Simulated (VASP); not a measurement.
Here is a VASP 6.6.1 calculation.

File POSCAR:

```
W
1.0
    3.0733490381      0.0000000000      0.0000000000
    0.0000000000      3.0733490381      0.0000000000
    0.0000000000      0.0000000000      3.0733490381
W
2
Direct
    0.0000000000      0.0000000000      0.0000000000
    0.5000000000      0.5000000000      0.5000000000
```

File INCAR.step1:

```
SYSTEM = W
  PREC = Accurate
  ENCUT = 520
  ISMEAR = 0
  SIGMA = 0.1
  LREAL = .FALSE.
  LASPH = .TRUE.
  NELM = 80
  NBANDS = 21
  GGA = PE
  ALGO = Normal
  EDIFF = 1E-4
  LWAVE = .TRUE.
  LCHARG = .FALSE.
```

INCAR.step2

```
SYSTEM = W
  PREC = Accurate
  ENCUT = 520
  EDIFF = 1E-6
  ISMEAR = 0
  SIGMA = 0.1
  LREAL = .FALSE.
  LASPH = .TRUE.
  NELM = 80
  ALGO = Normal
  ISIF = 2
  LWAVE = .FALSE.
  LCHARG = .TRUE.
  METAGGA = R2SCAN
  LMIXTAU = .TRUE.
  LELF = .TRUE.
  LVHAR = .TRUE.
  NBANDS = 21
  ISTART = 1
```

File KPOINTS:

```
Automatic mesh
0
G
  16 16 16
  0 0 0
```

Potentials or basis: VASP PAW PBE potentials, release 64 (W_sv).

Launch:

```bash
$ cat potpaw_PBE.64/W_sv/POTCAR > POTCAR
$ cp INCAR.step1 INCAR
$ mpirun -np 1 vasp_std > vasp.out
$ cp INCAR.step2 INCAR
$ mpirun -np 1 vasp_std > vasp.out
```

(1) Predict the pressure.

(2) What does it give for the band gap on the k mesh?

Results:

(1) 37.2 GPa.

(2) zero (bands 14 and 15 overlap by 1.56 eV).

Caveat: the cell differs from its parent crystal (equal strain along all axes, cell held: -3.0 %); the cell stands under pressure; the PAW data sets were made with another functional, which shifts forces and pressure a little; spin-orbit coupling is left out, which moves the levels of the heavy elements.
